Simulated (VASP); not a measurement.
# Ge (Imma) in VASP: notebook

Ge is run at these levels: r2SCAN; tasks: single point.

All numbers are computed with VASP 6.6.1; they aren't measurements. Logs are shortened: lines on timing, memory, paths and dates and some standing lists are left out, and cuts for length are marked.

## (1) The cell of the first run

The structure is orthorhombic, space group Imma (No. 74). The conventional cell has a = 4.992 Å, b = 5.302 Å, c = 2.874 Å, α = 90.00°, β = 90.00°, γ = 90.00°. Ge (site symmetry mm2) has 8 Ge at 2.68 to 3.08 Å within 3.5 Å.

## (2) Single point, r2SCAN

POSCAR reads:

```
Ge
1.0
   -2.4959000000      2.6508600000      1.4369500000
    2.4959000000     -2.6508600000      1.4369500000
    2.4959000000      2.6508600000     -1.4369500000
Ge
2
Direct
    0.1859400000      0.9359400000      0.2500000000
    0.8140600000      0.0640600000      0.7500000000
```

INCAR.step1 reads:

```
SYSTEM = Ge
PREC = Accurate
ENCUT = 520
ISMEAR = 1
SIGMA = 0.1
LREAL = .False.
LASPH = .True.
NELM = 60
NBANDS = 21
GGA = PE
ALGO = Normal
EDIFF = 1E-4
LWAVE = .True.
LCHARG = .False.
```

INCAR.step2 reads:

```
SYSTEM = Ge
PREC = Accurate
ENCUT = 520
EDIFF = 1E-6
ISMEAR = 1
SIGMA = 0.1
LREAL = .False.
LASPH = .True.
NELM = 60
ALGO = Normal
ISIF = 2
LWAVE = .False.
LCHARG = .False.
METAGGA = R2SCAN
LMIXTAU = .True.
NBANDS = 21
ISTART = 1
```

KPOINTS reads:

```
Automatic mesh
0
Gamma
  11 11 11
  0 0 0
```

Potentials or basis: VASP PAW PBE potentials, release 64 (Ge_d).

Run with:

```console
cat potpaw_PBE.64/Ge_d/POTCAR > POTCAR
cp INCAR.step1 INCAR
mpirun -np 1 vasp_std > vasp.out
cp INCAR.step2 INCAR
mpirun -np 1 vasp_std > vasp.out
```

OUTCAR:

```text
SYSTEM = Ge
   PREC = Accurate
   ENCUT = 520
   EDIFF = 1E-6
   ISMEAR = 1
   LREAL = .False.
   LASPH = .True.
   NELM = 60
   ISIF = 2
   METAGGA = R2SCAN
   ISTART = 1

 ion  position               nearest neighbor table
   1  0.186  0.936  0.250-   2 2.68   2 2.68   2 2.72   2 2.72
   2  0.814  0.064  0.750-   1 2.68   1 2.68   1 2.72   1 2.72

  LATTYP: Found a body centered orthorhombic cell.
 ALAT       =     2.8739000000
 B/A-ratio  =     1.7369428303
 C/A-ratio  =     1.8447823515

  Lattice vectors:

 A1 = (   2.4959000000,  -2.6508600000,   1.4369500000)
 A2 = (  -2.4959000000,  -2.6508600000,  -1.4369500000)
 A3 = (   2.4959000000,   2.6508600000,  -1.4369500000)

Analysis of symmetry for initial positions (statically):
=====================================================================
 Subroutine PRICEL returns:
 Original cell was already a primitive cell.

 Routine SETGRP: Setting up the symmetry group for a
 body centered orthorhombic supercell.

 Subroutine GETGRP returns: Found  8 space group operations
 (whereof  4 operations were pure point group operations)
 out of a pool of  8 trial point group operations.

The static configuration has the point symmetry C_2h.
 The point group associated with its full space group is D_2h.

Analysis of symmetry for dynamics (positions and initial velocities):
=====================================================================
 Subroutine PRICEL returns:
 Original cell was already a primitive cell.

 Routine SETGRP: Setting up the symmetry group for a
 body centered orthorhombic supercell.

 Subroutine GETGRP returns: Found  8 space group operations
 (whereof  4 operations were pure point group operations)
 out of a pool of  8 trial point group operations.

The dynamic configuration has the point symmetry C_2h.
 The point group associated with its full space group is D_2h.

 Subroutine INISYM returns: Found  8 space group operations
 (whereof  4 operations are pure point group operations),
 and found     1 'primitive' translations

----------------------------------------------------------------------------------------

                                     Primitive cell

  volume of cell :      38.0291

  direct lattice vectors                    reciprocal lattice vectors
    -2.495900000  2.650860000  1.436950000     0.000000000  0.188618033  0.347959219
     2.495900000 -2.650860000  1.436950000     0.200328539  0.000000000  0.347959219
     2.495900000  2.650860000 -1.436950000     0.200328539  0.188618033  0.000000000

  length of vectors
     3.914256105  3.914256105  3.914256105     0.395793356  0.401506092  0.275151387

  position of ions in fractional coordinates (direct lattice)
     0.185940000  0.935940000  0.250000000
     0.814060000  0.064060000  0.750000000

  ion indices of the primitive-cell ions
   primitive index   ion index
                 1           1
                 2           2

----------------------------------------------------------------------------------------

 KPOINTS: Automatic mesh

Automatic generation of k-mesh.
 Grid dimensions read from file:
 generate k-points for:   11   11   11

 Generating k-lattice:

  Cartesian coordinates                     Fractional coordinates (reciprocal lattice)
     0.000000000  0.017147094  0.031632656     0.090909091  0.000000000 -0.000000000
     0.018211685  0.000000000  0.031632656     0.000000000  0.090909091  0.000000000
     0.018211685  0.017147094  0.000000000    -0.000000000  0.000000000  0.090909091

  Length of vectors
     0.035981214  0.036500554  0.025013762

  Shift w.r.t. Gamma in fractional coordinates (k-lattice)
     0.000000000  0.000000000  0.000000000

 Subroutine IBZKPT returns following result:
 ===========================================

 Found    216 irreducible k-points:

 Following reciprocal coordinates:
            Coordinates               Weight
  0.000000  0.000000  0.000000      1.000000
  0.090909  0.000000 -0.000000      4.000000
  0.181818  0.000000 -0.000000      4.000000
  0.272727  0.000000 -0.000000      4.000000
  0.363636 -0.000000  0.000000      4.000000
  0.454545  0.000000 -0.000000      4.000000
[... 16 lines left out ...]
  0.454545  0.181818  0.000000      8.000000
 -0.454545  0.181818  0.000000      8.000000
 [... further k-points ...]
   k-points           NKPTS =    216   k-points in BZ     NKDIM =    216   number of bands    NBANDS=     21
   number of dos      NEDOS =    301   number of ions     NIONS =      2
   total plane-waves  NPLWV =  27000
   dimension x,y,z NGX =    30 NGY =   30 NGZ =   30
   dimension x,y,z NGXF=    60 NGYF=   60 NGZF=   60
   ions per type =               2
   NGX,Y,Z   is equivalent  to a cutoff of  12.74, 12.74, 12.74 a.u.
   NGXF,Y,Z  is equivalent  to a cutoff of  25.48, 25.48, 25.48 a.u.
 SYSTEM =  Ge
   PREC   = accura    normal or accurate (medium, high low for compatibility)
   ISTART =      1    job   : 0-new  1-cont  2-samecut
[... 40 lines left out ...]
  energy-cutoff  :      520.00
  volume of cell :       38.03
 maximum number of plane-waves:      1044
 NGX is ok and might be reduce to    30
   NGX = 15   NGY = 15   NGZ = 15

 number of electron      28.0000014 magnetization

 Free energy of the ion-electron system (eV)
  ---------------------------------------------------
  ext. energy  EPLUGINS =         0.00000000
  ---------------------------------------------------
  free energy    TOTEN  =       -27.00158526 eV

  energy without entropy =      -27.00172848  energy(sigma->0) =      -27.00163300

 E-fermi :   6.4362     XC(G=0): -12.2402

 val. band max:        6.4358630167   @ k =   0.4545   0.3636   0.0000
 cond. band min:       6.4490894358   @ k =  -0.2727   0.3636   0.1818
 fundamental gap:      0.0132264190
 Fermi energy:         6.4362227711

 k-point     1 :       0.0000    0.0000    0.0000
  band No.  band energies     occupation
      1     -19.0787      2.00000
      2     -18.9997      2.00000
      3     -18.9956      2.00000
      4     -18.9893      2.00000
      5     -18.9563      2.00000
      6     -18.9157      2.00000
[... 13 lines left out ...]
     20      17.5832      0.00000
     21      19.6791      0.00000

 k-point     2 :       0.0909    0.0000   -0.0000
  band No.  band energies     occupation
      1     -19.0721      2.00000
      2     -18.9921      2.00000
      3     -18.9850      2.00000
      4     -18.9838      2.00000
      5     -18.9582      2.00000
      6     -18.9183      2.00000
[... 13 lines left out ...]
     20      18.0511      0.00000
     21      19.0250      0.00000

 k-point     3 :       0.1818    0.0000   -0.0000
  band No.  band energies     occupation
      1     -19.0540      2.00000
      2     -18.9737      2.00000
      3     -18.9706      2.00000
      4     -18.9620      2.00000
      5     -18.9543      2.00000
      6     -18.9228      2.00000
[... 13 lines left out ...]
     20      16.2612      0.00000
     21      19.2350      0.00000

 k-point     4 :       0.2727    0.0000   -0.0000
  band No.  band energies     occupation
      1     -19.0290      2.00000
      2     -18.9697      2.00000
      3     -18.9532      2.00000
      4     -18.9502      2.00000
      5     -18.9197      2.00000
      6     -18.9155      2.00000
[... 13 lines left out ...]
     20      15.0361      0.00000
     21      19.8645      0.00000

 k-point     5 :       0.3636   -0.0000    0.0000
  band No.  band energies     occupation
      1     -19.0027      2.00000
      2     -18.9702      2.00000
      3     -18.9431      2.00000
      4     -18.9377      2.00000
      5     -18.9218      2.00000
      6     -18.9190      2.00000
[... 13 lines left out ...]
     20      15.5815      0.00000
     21      21.0856      0.00000
[... 382 lines left out ...]
     20      17.1778      0.00000
     21      19.1563      0.00000

 k-point    22 :       0.3636    0.1818    0.0000
  band No.  band energies     occupation
      1     -19.0089      2.00000
      2     -18.9798      2.00000
      3     -18.9623      2.00000
      4     -18.9272      2.00000
      5     -18.9230      2.00000
      6     -18.8967      2.00000
[... 13 lines left out ...]
     20      18.1706      0.00000
     21      19.4972      0.00000

 k-point    23 :       0.4545    0.1818    0.0000
  band No.  band energies     occupation
      1     -19.0012      2.00000
      2     -18.9717      2.00000
      3     -18.9496      2.00000
      4     -18.9412      2.00000
      5     -18.9171      2.00000
      6     -18.8924      2.00000
[... 13 lines left out ...]
     20      17.9263      0.00000
     21      19.1546      0.00000

 k-point    24 :      -0.4545    0.1818    0.0000
  band No.  band energies     occupation
      1     -19.0036      2.00000
      2     -18.9670      2.00000
      3     -18.9556      2.00000
      4     -18.9373      2.00000
      5     -18.9287      2.00000
      6     -18.8944      2.00000
[... 13 lines left out ...]
     20      17.9939      0.00000
     21      18.1077      0.00000

 [... further k-points ...]

------------------------ aborting loop because EDIFF is reached ----------------------------------------

  FORCE on cell =-STRESS in cart. coord.  units (eV):
  Direction    XX          YY          ZZ          XY          YZ          ZX
  --------------------------------------------------------------------------------------
  -------------------------------------------------------------------------------------
  Total       -0.0867811     -0.6614250     -0.3530829      0.0000000     -0.0000000      0.0000000
  in kB       -3.6561192    -27.8660617    -14.8755013      0.0000000     -0.0000000      0.0000000
  external PRESSURE =     -15.4658941 kB  Pullay stress =       0.0000000 kB

 VOLUME and BASIS-vectors are now :
 -----------------------------------------------------------------------------
  energy-cutoff  :      520.00
  volume of cell :       38.03
      direct lattice vectors                 reciprocal lattice vectors
    -2.495900000  2.650860000  1.436950000     0.000000000  0.188618033  0.347959219
     2.495900000 -2.650860000  1.436950000     0.200328539  0.000000000  0.347959219
     2.495900000  2.650860000 -1.436950000     0.200328539  0.188618033  0.000000000

 POSITION                                       TOTAL-FORCE (eV/Angst)
 -----------------------------------------------------------------------------------
      2.49590     -1.32543      1.25285        -0.000000     -0.000000     -0.095896
      0.00000      3.97629      0.18410         0.000000      0.000000      0.095896
 -----------------------------------------------------------------------------------
    total drift:                                0.000000      0.000000     -0.000000

  FREE ENERGIE OF THE ION-ELECTRON SYSTEM (eV)
  ---------------------------------------------------
  free  energy   TOTEN  =       -27.0015852556 eV

  energy  without entropy=      -27.0017284813  energy(sigma->0) =      -27.00163300
```

Wall time 11 min (1 thread of Intel Xeon Platinum 8259CL at 2.50GHz (Skylake/Cascade Lake), shared host); peak memory 0.26 GiB.

Results:

* Free energy: -27.0016 eV
* Pressure: -1.5 GPa
* Largest force: 0.096 eV/Å
* Band gap on the k mesh: zero (bands 14 and 15 overlap by 5.48 eV)

Forces on the atoms (eV/Å):
```
Ge   0.000  0.000 -0.096
Ge   0.000  0.000  0.096
```

Caveat: the PAW data sets were made with another functional, which shifts forces and pressure a little.

## (3) Single point, r2SCAN

This run uses another cell than the first one, of 19.52 Å³/atom.

POSCAR reads:

```
Ge
1.0
   -2.5178914415      2.6742167982      1.4496110048
    2.5178914415     -2.6742167982      1.4496110048
    2.5178914415      2.6742167982     -1.4496110048
Ge
2
Direct
    0.1859400000      0.9359400000      0.2500000000
    0.8140600000      0.0640600000      0.7500000000
```

INCAR.step1 reads:

```
SYSTEM = Ge
PREC = Accurate
ENCUT = 520
ISMEAR = 1
SIGMA = 0.1
LREAL = .FALSE.
LASPH = .TRUE.
NELM = 100
NBANDS = 21
GGA = PE
ALGO = Normal
EDIFF = 1E-4
LWAVE = .TRUE.
LCHARG = .FALSE.
```

INCAR.step2 reads:

```
SYSTEM = Ge
PREC = Accurate
ENCUT = 520
EDIFF = 1E-6
ISMEAR = 1
SIGMA = 0.1
LREAL = .FALSE.
LASPH = .TRUE.
NELM = 100
ALGO = Normal
ISIF = 2
LWAVE = .FALSE.
LCHARG = .FALSE.
METAGGA = R2SCAN
LMIXTAU = .TRUE.
NBANDS = 21
ISTART = 1
```

KPOINTS reads:

```
regular mesh
0
G
  11 11 11
  0 0 0
```

Potentials or basis: VASP PAW PBE potentials, release 64 (Ge_d).

Run with:

```console
cat potpaw_PBE.64/Ge_d/POTCAR > POTCAR
cp INCAR.step1 INCAR
mpirun -np 1 vasp_std > vasp.out
cp INCAR.step2 INCAR
mpirun -np 1 vasp_std > vasp.out
```

Run time: 4.8 min. Hardware: 1 thread of Intel Xeon 6975P-C (Granite Rapids), shared host; peak memory 0.27 GiB.

It converged, with:

```yaml
Free_energy: -26.9866 eV
Pressure: -3.3 GPa
Largest_force: 0.105 eV/Å
Band_gap_on_the_k_mesh: zero (bands 14 and 15 overlap by 5.27 eV)
```

Forces on the atoms (eV/Å):
```
Ge   0.000  0.000 -0.105
Ge   0.000  0.000  0.105
```

Stress tensor (GPa, compression positive):
```
-2.19  0.00  0.00
 0.00 -4.66  0.00
 0.00  0.00 -3.14
```

Levels at points of the mesh, in eV from the Fermi level:
```tsv
k point	band 10	band 11	band 12	band 13	band 14	band 15	band 16	band 17	band 18	band 19
(0.00, 0.00, 0.00)	-25.19	-13.53	-3.98	-2.52	-2.04	3.97	7.11	7.34	8.06	8.40
```

Caveat: the cell stands under tension; the PAW data sets were made with another functional, which shifts forces and pressure a little.

## (4) Single point, r2SCAN

This run uses another cell than the first one, of 20.03 Å³/atom.

POSCAR reads:

```
Ge
1.0
   -2.5395053008      2.6971725716      1.4620546264
    2.5395053008     -2.6971725716      1.4620546264
    2.5395053008      2.6971725716     -1.4620546264
Ge
2
Direct
    0.1859400000      0.9359400000      0.2500000000
    0.8140600000      0.0640600000      0.7500000000
```

INCAR.step1 reads:

```
SYSTEM = Ge
PREC     = Accurate       ! precision mode
ENCUT    = 520            ! plane-wave cutoff, eV
ISMEAR   = 1              ! smearing method
SIGMA    = 0.1            ! smearing width, eV
LREAL    = .False.        ! projectors in reciprocal space
LASPH    = .True.         ! aspherical terms in the spheres
NELM     = 60             ! most SCF steps
NBANDS   = 21             ! bands
GGA      = PE             ! functional
ALGO     = Normal         ! electronic algorithm
EDIFF    = 1E-4           ! SCF threshold, eV
LWAVE    = .True.         ! write WAVECAR
LCHARG   = .False.        ! write CHGCAR
```

INCAR.step2 reads:

```
SYSTEM = Ge
PREC     = Accurate       ! precision mode
ENCUT    = 520            ! plane-wave cutoff, eV
EDIFF    = 1E-6           ! SCF threshold, eV
ISMEAR   = 1              ! smearing method
SIGMA    = 0.1            ! smearing width, eV
LREAL    = .False.        ! projectors in reciprocal space
LASPH    = .True.         ! aspherical terms in the spheres
NELM     = 60             ! most SCF steps
ALGO     = Normal         ! electronic algorithm
ISIF     = 2              ! what is computed and relaxed
LWAVE    = .False.        ! write WAVECAR
LCHARG   = .False.        ! write CHGCAR
METAGGA  = R2SCAN         ! meta-GGA
LMIXTAU  = .True.       
NBANDS   = 21             ! bands
ISTART   = 1
```

KPOINTS reads:

```
regular mesh
0
Gamma
  11 11 11
  0 0 0
```

Run with:

```console
cat potpaw_PBE.64/Ge_d/POTCAR > POTCAR
cp INCAR.step1 INCAR
mpirun -np 1 vasp_std > vasp.out
cp INCAR.step2 INCAR
mpirun -np 1 vasp_std > vasp.out
```

Wall time 4.7 min (1 thread of Intel Xeon 6975P-C (Granite Rapids), shared host); peak memory 0.27 GiB.

It converged, with:

| Item | Value |
| --- | --- |
| Free energy | -26.9614 eV |
| Pressure | -4.8 GPa |
| Largest force | 0.114 eV/Å |
| Band gap on the k mesh | zero (bands 14 and 15 overlap by 5.06 eV) |

Forces in eV/Å, atoms in the order of the input:
```
Ge   0.000  0.000 -0.114
Ge   0.000  0.000  0.114
```

Stress tensor (GPa, compression positive):
```
-3.74  0.00  0.00
 0.00 -6.02  0.00
 0.00  0.00 -4.61
```

Levels at points of the mesh, in eV from the Fermi level:
| k point | band 11 | band 12 | band 13 | band 14 | band 15 | band 16 | band 17 | band 18 |
| --- | --- | --- | --- | --- | --- | --- | --- | --- |
| (0.00, 0.00, 0.00) | -13.31 | -4.08 | -2.44 | -1.97 | 4.02 | 6.96 | 7.16 | 7.86 |

Caveat: the cell stands under tension; the PAW data sets were made with another functional, which shifts forces and pressure a little.

## (5) Single point, r2SCAN

This run uses another cell than the first one, of 20.54 Å³/atom.

POSCAR reads:

```
Ge
1.0
   -2.5607573792      2.7197441028      1.4742899619
    2.5607573792     -2.7197441028      1.4742899619
    2.5607573792      2.7197441028     -1.4742899619
Ge
2
Direct
    0.1859400000      0.9359400000      0.2500000000
    0.8140600000      0.0640600000      0.7500000000
```

INCAR.step1 reads:

```
SYSTEM = Ge
ALGO = Normal
EDIFF = 1E-4
ENCUT = 520
GGA = PE
ISMEAR = 1
LASPH = .TRUE.
LCHARG = .FALSE.
LREAL = .FALSE.
LWAVE = .TRUE.
NBANDS = 21
NELM = 60
PREC = Accurate
SIGMA = 0.1
```

INCAR.step2 reads:

```
SYSTEM = Ge
ALGO = Normal
EDIFF = 1E-6
ENCUT = 520
ISIF = 2
ISMEAR = 1
ISTART = 1
LASPH = .TRUE.
LCHARG = .FALSE.
LMIXTAU = .TRUE.
LREAL = .FALSE.
LWAVE = .FALSE.
METAGGA = R2SCAN
NBANDS = 21
NELM = 60
PREC = Accurate
SIGMA = 0.1
```

KPOINTS reads:

```
k-points
0
G
  11 11 11
  0 0 0
```

Run with:

```console
cat potpaw_PBE.64/Ge_d/POTCAR > POTCAR
cp INCAR.step1 INCAR
mpirun -np 1 vasp_std > vasp.out
cp INCAR.step2 INCAR
mpirun -np 1 vasp_std > vasp.out
```

It took 5.2 min on 1 thread of Intel Xeon 6975P-C (Granite Rapids), shared host; peak memory 0.28 GiB.

The run converged. Its results:

| Quantity | Value |
| --- | --- |
| Free energy | -26.9278 eV |
| Pressure | -6.0 GPa |
| Largest force | 0.116 eV/Å |
| Band gap on the k mesh | zero (bands 14 and 15 overlap by 4.87 eV) |

Forces on the atoms (eV/Å):
```
Ge   0.000  0.000 -0.116
Ge   0.000  0.000  0.116
```

Stress tensor (GPa, compression positive):
```
-5.03  0.00  0.00
 0.00 -7.04  0.00
 0.00  0.00 -5.92
```

Levels at points of the mesh, in eV from the Fermi level:
```csv
k point,band 10,band 11,band 12,band 13,band 14,band 15,band 16,band 17,band 18,band 19
"(0.00, 0.00, 0.00)",-25.18,-13.10,-4.17,-2.36,-1.91,4.08,6.83,6.99,7.67,8.00
```

Caveat: the cell stands under tension; the PAW data sets were made with another functional, which shifts forces and pressure a little.

## (6) Summary

```csv
cell,gap on the mesh (eV),pressure (GPa),largest force (eV/Å)
"a = 3.914 Å, angles 100.8, 94.7, 136.9°, 2 atoms",none,-1.5,0.10
"a = 3.949 Å, angles 100.8, 94.7, 136.9°, 2 atoms",none,-3.3,0.11
"a = 3.983 Å, angles 100.8, 94.7, 136.9°, 2 atoms",none,-4.8,0.11
"a = 4.016 Å, angles 100.8, 94.7, 136.9°, 2 atoms",none,-6.0,0.12
```

Alike in all rows: task single point; level r2SCAN; potentials or basis VASP PAW PBE potentials, release 64 (Ge_d); no spin polarisation; k mesh 11 × 11 × 11; cutoff (eV) 520; smearing methfessel-paxton 0.1 eV.

Caveats: the PAW data sets were made with another functional, which shifts forces and pressure a little; the cell stands under tension (at least some runs).

Total energies depend on the potentials used, so only differences within one code and one set of settings carry meaning.
